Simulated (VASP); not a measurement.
A run of VASP 6.6.1:

The input INCAR:

```
SYSTEM = Ti4Se
PREC = Accurate
ENCUT = 600
EDIFF = 1E-6
ISMEAR = 0
SIGMA = 0.1
LREAL = .False.
LASPH = .True.
NELM = 150
ALGO = Normal
ISIF = 3
LWAVE = .False.
LCHARG = .False.
ISPIN = 2
MAGMOM = -1 -1 -1 -1 0
LORBIT = 11
LMAXMIX = 4
GGA = PE
IBRION = 2
NSW = 90
EDIFFG = -0.04
```

KPOINTS

```
regular mesh
0
Gamma
  4 4 4
  0 0 0
```

Contents of POSCAR:

```
Ti4Se
1.0
    4.4338296600      0.0000000000      0.0000000000
    0.0000000000      4.4338296600      0.0000000000
    0.0000000000      0.0000000000      4.4338296600
Ti Se
4 1
Direct
    0.0000000000      0.0000000000      0.0000000000
    0.5000000000      0.5000000000      0.0000000000
    0.5000000000      0.0000000000      0.5000000000
    0.0000000000      0.5000000000      0.5000000000
    0.5000000000      0.5000000000      0.5000000000
```

Potentials or basis: VASP PAW PBE potentials, release 64 (Ti_sv, Se).

Run with:

```console
$ cat potpaw_PBE.64/Ti_sv/POTCAR potpaw_PBE.64/Se/POTCAR > POTCAR
$ mpirun -np 1 vasp_std > vasp.out
```

Hardware: 1 thread of Intel(R) Xeon(R) Platinum 8488C (Sapphire Rapids) (shared host).

Task: How long does it take, and how much memory?

Result: Wall time 4.1 min on 1 thread of Intel(R) Xeon(R) Platinum 8488C (Sapphire Rapids) (shared host), peak memory 0.27 GiB. Counts: scf iterations 65, k points 10, ion steps 4.
